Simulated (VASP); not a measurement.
# TiSn (Fm-3m) in VASP: notebook

TiSn is run at these levels: LDA, PBE, PBEsol, RPBE; tasks: single point.

Everything below comes from runs of VASP 6.6.1. Logs are shortened: lines on timing, memory, paths and dates and some standing lists are left out, and cuts for length are marked.

## Step 1: The cell of the first run

It takes space group Fm-3m (No. 225, cubic). The conventional cell has a = 5.601 Å, b = 5.601 Å, c = 5.601 Å, α = 90.00°, β = 90.00°, γ = 90.00°. Ti (site symmetry m-3m) has 6 Sn at 2.80 Å within 3.7 Å. Sn (site symmetry m-3m) has 6 Ti at 2.80 Å within 3.7 Å.

## Step 2: Single point, LDA

INCAR reads:

```
PREC = Accurate
ENCUT = 520
EDIFF = 1E-6
ISMEAR = -1
SIGMA = 0.05
LREAL = False
LASPH = True
NELM = 100
ALGO = Fast
ISIF = 2
LWAVE = False
LCHARG = False
GGA = CA
NBANDS = 20
```

KPOINTS reads:

```
regular mesh
0
Gamma
  5 5 5
```

POSCAR reads:

```
TiSn
1.0
    0.0000000000      2.8005500000      2.8005500000
    2.8005500000      0.0000000000      2.8005500000
    2.8005500000      2.8005500000      0.0000000000
Ti Sn
1 1
Direct
    0.0000000000      0.0000000000      0.0000000000
    0.5000000000      0.5000000000      0.5000000000
```

Potentials or basis: VASP PAW LDA potentials, release 64 (Ti_sv, Sn_d).

Command:

```console
> cat potpaw_LDA.64/Ti_sv/POTCAR potpaw_LDA.64/Sn_d/POTCAR > POTCAR
> mpirun -np 1 vasp_std > vasp.out
```

OUTCAR:

```text
PREC = Accurate
   ENCUT = 520
   EDIFF = 1E-6
   ISMEAR = -1
   LREAL = False
   LASPH = True
   NELM = 100
   ISIF = 2
   GGA = CA

 ion  position               nearest neighbor table
   1  0.000  0.000  0.000-   2 2.80   2 2.80   2 2.80   2 2.80   2 2.80   2 2.80
   2  0.500  0.500  0.500-   1 2.80   1 2.80   1 2.80   1 2.80   1 2.80   1 2.80

  LATTYP: Found a face centered cubic cell.
 ALAT       =     5.6011000000

  Lattice vectors:

 A1 = (   0.0000000000,   2.8005500000,   2.8005500000)
 A2 = (   2.8005500000,   0.0000000000,   2.8005500000)
 A3 = (   2.8005500000,   2.8005500000,   0.0000000000)

Analysis of symmetry for initial positions (statically):
=====================================================================
 Subroutine PRICEL returns:
 Original cell was already a primitive cell.

 Routine SETGRP: Setting up the symmetry group for a
 face centered cubic supercell.

 Subroutine GETGRP returns: Found 48 space group operations
 (whereof 48 operations were pure point group operations)
 out of a pool of 48 trial point group operations.

The static configuration has the point symmetry O_h .

Analysis of symmetry for dynamics (positions and initial velocities):
=====================================================================
 Subroutine PRICEL returns:
 Original cell was already a primitive cell.

 Routine SETGRP: Setting up the symmetry group for a
 face centered cubic supercell.

 Subroutine GETGRP returns: Found 48 space group operations
 (whereof 48 operations were pure point group operations)
 out of a pool of 48 trial point group operations.

The dynamic configuration has the point symmetry O_h .

 Subroutine INISYM returns: Found 48 space group operations
 (whereof 48 operations are pure point group operations),
 and found     1 'primitive' translations

----------------------------------------------------------------------------------------

                                     Primitive cell

  volume of cell :      43.9299

  direct lattice vectors                    reciprocal lattice vectors
     0.000000000  2.800550000  2.800550000    -0.178536359  0.178536359  0.178536359
     2.800550000  0.000000000  2.800550000     0.178536359 -0.178536359  0.178536359
     2.800550000  2.800550000  0.000000000     0.178536359  0.178536359 -0.178536359

  length of vectors
     3.960575792  3.960575792  3.960575792     0.309234045  0.309234045  0.309234045

  position of ions in fractional coordinates (direct lattice)
     0.000000000  0.000000000  0.000000000
     0.500000000  0.500000000  0.500000000

  ion indices of the primitive-cell ions
   primitive index   ion index
                 1           1
                 2           2

----------------------------------------------------------------------------------------

 KPOINTS: regular mesh

Automatic generation of k-mesh.
 Grid dimensions read from file:
 generate k-points for:    5    5    5

 Generating k-lattice:

  Cartesian coordinates                     Fractional coordinates (reciprocal lattice)
    -0.035707272  0.035707272  0.035707272     0.200000000  0.000000000  0.000000000
     0.035707272 -0.035707272  0.035707272     0.000000000  0.200000000  0.000000000
     0.035707272  0.035707272 -0.035707272     0.000000000  0.000000000  0.200000000

  Length of vectors
     0.061846809  0.061846809  0.061846809

  Shift w.r.t. Gamma in fractional coordinates (k-lattice)
     0.000000000  0.000000000  0.000000000

 Subroutine IBZKPT returns following result:
 ===========================================

 Found     10 irreducible k-points:

 Following reciprocal coordinates:
            Coordinates               Weight
  0.000000  0.000000  0.000000      1.000000
  0.200000  0.000000  0.000000      8.000000
  0.400000  0.000000  0.000000      8.000000
  0.200000  0.200000  0.000000      6.000000
  0.400000  0.200000  0.000000     24.000000
 -0.400000  0.200000  0.000000     24.000000
 -0.200000  0.200000  0.000000     12.000000
  0.400000  0.400000  0.000000      6.000000
 -0.400000  0.400000  0.000000     12.000000
 -0.400000  0.400000  0.200000     24.000000
   k-points           NKPTS =     10   k-points in BZ     NKDIM =     10   number of bands    NBANDS=     20
   number of dos      NEDOS =    301   number of ions     NIONS =      2
   total plane-waves  NPLWV =  27000
   dimension x,y,z NGX =    30 NGY =   30 NGZ =   30
   dimension x,y,z NGXF=    60 NGYF=   60 NGZF=   60
   ions per type =               1   1
   NGX,Y,Z   is equivalent  to a cutoff of  12.59, 12.59, 12.59 a.u.
   NGXF,Y,Z  is equivalent  to a cutoff of  25.19, 25.19, 25.19 a.u.
 SYSTEM =  unknown system
   PREC   = accura    normal or accurate (medium, high low for compatibility)
   ISTART =      0    job   : 0-new  1-cont  2-samecut
   ICHARG =      2    charge: 1-file 2-atom 10-const
   ISPIN  =      1    spin polarized calculation?
   LNONCOLLINEAR =      F non collinear calculations
   LSORBIT =      F    spin-orbit coupling
   LASPH  =      T    aspherical Exc in radial PAW
   ENCUT  =  520.0 eV  38.22 Ry    6.18 a.u.   7.36  7.36  7.36*2*pi/ulx,y,z
   NELM   =    100;   NELMIN=  2; NELMDL= -5     # of ELM steps
   EDIFF  = 0.1E-05   stopping-criterion for ELM
   LREAL  =      F    real-space projection
   EDIFFG = 0.1E-04   stopping-criterion for IOM
   NSW    =      0    number of steps for IOM
   IBRION =     -1    ionic relax: 0-MD 1-quasi-New 2-CG
   NFREE  =      0    steps in history (QN), initial steepest desc. (CG)
   ISIF   =      2    stress and relaxation
   ISYM   =      2    0-nonsym 1-usesym 2-fastsym
   POTIM  = 0.5000    time-step for ionic-motion
   TEBEG  =    0.0;   TEEND  =   0.0 temperature during run
   PSTRESS=    0.0 pullay stress
   NELECT =      26.0000    total number of electrons
   NUPDOWN=      -1.0000    fix difference up-down
   EMIN   =  10.00;   EMAX   =-10.00  energy-range for DOS
   EFERMI =   0.00;   METHOD = LEGACY
   ISMEAR =    -1;   SIGMA  =   0.05  broadening in eV -4-tet -1-fermi 0-gaus
   EFERMI_NEDOS =   21; number of points for ismear=-14 and -15
   IALGO  =     68    algorithm
   IMIX   =      4    mixing-type and parameters
     AMIX     =   0.40;   BMIX     =  1.00
     AMIX_MAG =   1.60;   BMIX_MAG =  1.00
  volume/ion in A,a.u.               =      21.96       148.23
  Fermi-wavevector in a.u.,A,eV,Ry     =   1.374504  2.597436 25.704953  1.889261
  Thomas-Fermi vector in A             =   2.499924
   LORBIT       =      0    0 simple, 1 ext, 2 COOP (PROOUT), +10 PAW based schemes
   GGA     = CA    functional components
   LHFCALC =     F    Hartree Fock is set to
   AEXX    =    0.0000 exact exchange contribution
   IVDW    =     0    specifies the selected vdW correction
   LEPSILON=     F    determine dielectric tensor
   LRPA    =     F    only Hartree local field effects (RPA)
 non-spin polarized calculation
 RMM-DIIS sequential band-by-band and
  energy-cutoff  :      520.00
  volume of cell :       43.93
 maximum number of plane-waves:      1243
 NGX is ok and might be reduce to    30
   NGX = 15   NGY = 15   NGZ = 15

 number of electron      26.0000014 magnetization

 Free energy of the ion-electron system (eV)
  ---------------------------------------------------
  ext. energy  EPLUGINS =         0.00000000
  ---------------------------------------------------
  free energy    TOTEN  =       -13.23607555 eV

  energy without entropy =      -13.22639077  energy(sigma->0) =      -13.23123316

 E-fermi :   7.9059     XC(G=0): -11.0795

 val. band max:        7.7838874453   @ k =   0.2000   0.2000   0.0000
 cond. band min:       7.9483233746   @ k =   0.4000   0.4000   0.0000
 fundamental gap:      0.1644359293
 Fermi energy:         7.9058512850

 k-point     1 :       0.0000    0.0000    0.0000
  band No.  band energies     occupation
      1     -48.6720      2.00000
      2     -25.3169      2.00000
      3     -25.3169      2.00000
      4     -25.3169      2.00000
      5     -12.8644      2.00000
      6     -12.8644      2.00000
[... 12 lines left out ...]
     19      15.8962      0.00000
     20      16.3539      0.00000

 k-point     2 :       0.2000    0.0000    0.0000
  band No.  band energies     occupation
      1     -48.6712      2.00000
      2     -25.3286      2.00000
      3     -25.3200      2.00000
      4     -25.3200      2.00000
      5     -12.8537      2.00000
      6     -12.8537      2.00000
[... 12 lines left out ...]
     19      15.1216      0.00000
     20      17.5133      0.00000

 k-point     3 :       0.4000    0.0000    0.0000
  band No.  band energies     occupation
      1     -48.6699      2.00000
      2     -25.3475      2.00000
      3     -25.3250      2.00000
      4     -25.3250      2.00000
      5     -12.8382      2.00000
      6     -12.8382      2.00000
[... 12 lines left out ...]
     19      13.7805      0.00000
     20      15.3297      0.00000

 k-point     4 :       0.2000    0.2000    0.0000
  band No.  band energies     occupation
      1     -48.6709      2.00000
      2     -25.3304      2.00000
      3     -25.3211      2.00000
      4     -25.3211      2.00000
      5     -12.8572      2.00000
      6     -12.8507      2.00000
[... 12 lines left out ...]
     19      15.1448      0.00000
     20      15.6169      0.00000

 k-point     5 :       0.4000    0.2000    0.0000
  band No.  band energies     occupation
      1     -48.6698      2.00000
      2     -25.3420      2.00000
      3     -25.3272      2.00000
      4     -25.3254      2.00000
      5     -12.8469      2.00000
      6     -12.8448      2.00000
[... 12 lines left out ...]
     19      14.0246      0.00000
     20      16.2145      0.00000

 k-point     6 :      -0.4000    0.2000    0.0000
  band No.  band energies     occupation
      1     -48.6694      2.00000
      2     -25.3460      2.00000
      3     -25.3312      2.00000
      4     -25.3270      2.00000
      5     -12.8483      2.00000
      6     -12.8328      2.00000
[... 12 lines left out ...]
     19      13.9195      0.00000
     20      17.1949      0.00000

 k-point     7 :      -0.2000    0.2000    0.0000
  band No.  band energies     occupation
      1     -48.6702      2.00000
      2     -25.3387      2.00000
      3     -25.3259      2.00000
      4     -25.3237      2.00000
      5     -12.8524      2.00000
      6     -12.8376      2.00000
[... 12 lines left out ...]
     19      14.7919      0.00000
     20      16.3396      0.00000

 k-point     8 :       0.4000    0.4000    0.0000
  band No.  band energies     occupation
      1     -48.6694      2.00000
      2     -25.3442      2.00000
      3     -25.3277      2.00000
      4     -25.3277      2.00000
      5     -12.8639      2.00000
      6     -12.8455      2.00000
[... 12 lines left out ...]
     19      12.4254      0.00000
     20      15.4509      0.00000

 k-point     9 :      -0.4000    0.4000    0.0000
  band No.  band energies     occupation
      1     -48.6691      2.00000
      2     -25.3425      2.00000
      3     -25.3344      2.00000
      4     -25.3286      2.00000
      5     -12.8641      2.00000
      6     -12.8380      2.00000
[... 12 lines left out ...]
     19      13.5656      0.00000
     20      16.3471      0.00000

 k-point    10 :      -0.4000    0.4000    0.2000
  band No.  band energies     occupation
      1     -48.6692      2.00000
      2     -25.3417      2.00000
      3     -25.3334      2.00000
      4     -25.3299      2.00000
      5     -12.8589      2.00000
      6     -12.8344      2.00000
[... 12 lines left out ...]
     19      15.7566      0.00000
     20      16.7468      0.00000

------------------------ aborting loop because EDIFF is reached ----------------------------------------

  FORCE on cell =-STRESS in cart. coord.  units (eV):
  Direction    XX          YY          ZZ          XY          YZ          ZX
  --------------------------------------------------------------------------------------
  -------------------------------------------------------------------------------------
  Total       -1.7264766     -1.7264766     -1.7264766     -0.0000000      0.0000000     -0.0000000
  in kB      -62.9667512    -62.9667512    -62.9667512     -0.0000000      0.0000000     -0.0000000
  external PRESSURE =     -62.9667512 kB  Pullay stress =       0.0000000 kB

 VOLUME and BASIS-vectors are now :
 -----------------------------------------------------------------------------
  energy-cutoff  :      520.00
  volume of cell :       43.93
      direct lattice vectors                 reciprocal lattice vectors
     0.000000000  2.800550000  2.800550000    -0.178536359  0.178536359  0.178536359
     2.800550000  0.000000000  2.800550000     0.178536359 -0.178536359  0.178536359
     2.800550000  2.800550000  0.000000000     0.178536359  0.178536359 -0.178536359

 POSITION                                       TOTAL-FORCE (eV/Angst)
 -----------------------------------------------------------------------------------
      0.00000      0.00000      0.00000        -0.000000     -0.000000     -0.000000
      2.80055      2.80055      2.80055         0.000000      0.000000      0.000000
 -----------------------------------------------------------------------------------
    total drift:                                0.000000      0.000000      0.000000

  FREE ENERGIE OF THE ION-ELECTRON SYSTEM (eV)
  ---------------------------------------------------
  free  energy   TOTEN  =       -13.2360755471 eV

  energy  without entropy=      -13.2263907711  energy(sigma->0) =      -13.23123316
```

It took 36 s on 1 thread of Intel Xeon Platinum 8259CL at 2.50GHz (Skylake/Cascade Lake), shared host; peak memory 0.14 GiB.

Results:

* Free energy: -13.2361 eV
* Pressure: -6.3 GPa
* Band gap on the k mesh: zero (band 13 reaches 8.01 eV, above the bottom of band 14 at 7.78 eV)

Caveat: the k points lie up to 0.39 Å⁻¹ apart; spin-orbit coupling is left out, which moves the levels of the heavy elements.

## Step 3: Single point, PBE

INCAR reads:

```
  ALGO = Normal
  EDIFF = 1E-7
  ENCUT = 520
  GGA = PE
  ISIF = 2
  ISMEAR = -1
  LASPH = T
  LCHARG = F
  LREAL = F
  LWAVE = F
  NBANDS = 20
  NELM = 100
  PREC = Accurate
  SIGMA = 0.05
```

KPOINTS reads:

```
k-points
0
Gamma
  5 5 5
```

POSCAR is that of step 2.

Potentials or basis: VASP PAW PBE potentials, release 64 (Ti_sv, Sn_d).

Command:

```console
> cat potpaw_PBE.64/Ti_sv/POTCAR potpaw_PBE.64/Sn_d/POTCAR > POTCAR
> mpirun -np 1 vasp_std > vasp.out
```

Wall time 24 s (1 thread of Intel Xeon Platinum 8259CL at 2.50GHz (Skylake/Cascade Lake), shared host); peak memory 0.16 GiB.

The run converged. Its results:

- Free energy: -11.7892 eV
- Pressure: 0.0 GPa
- Band gap on the k mesh: zero (band 13 reaches 8.31 eV, above the bottom of band 14 at 8.08 eV)

Levels at points of the mesh, in eV from the Fermi level:
| k point | band 9 | band 10 | band 11 | band 12 | band 13 | band 14 | band 15 | band 16 | band 17 | band 18 |
| --- | --- | --- | --- | --- | --- | --- | --- | --- | --- | --- |
| (0.00, 0.00, 0.00) | -20.81 | -9.67 | 0.13 | 0.13 | 0.13 | 0.47 | 0.47 | 3.34 | 3.34 | 3.34 |

Caveat: the k points lie up to 0.39 Å⁻¹ apart; spin-orbit coupling is left out, which moves the levels of the heavy elements.

(Part 1 of 2 ends here.)
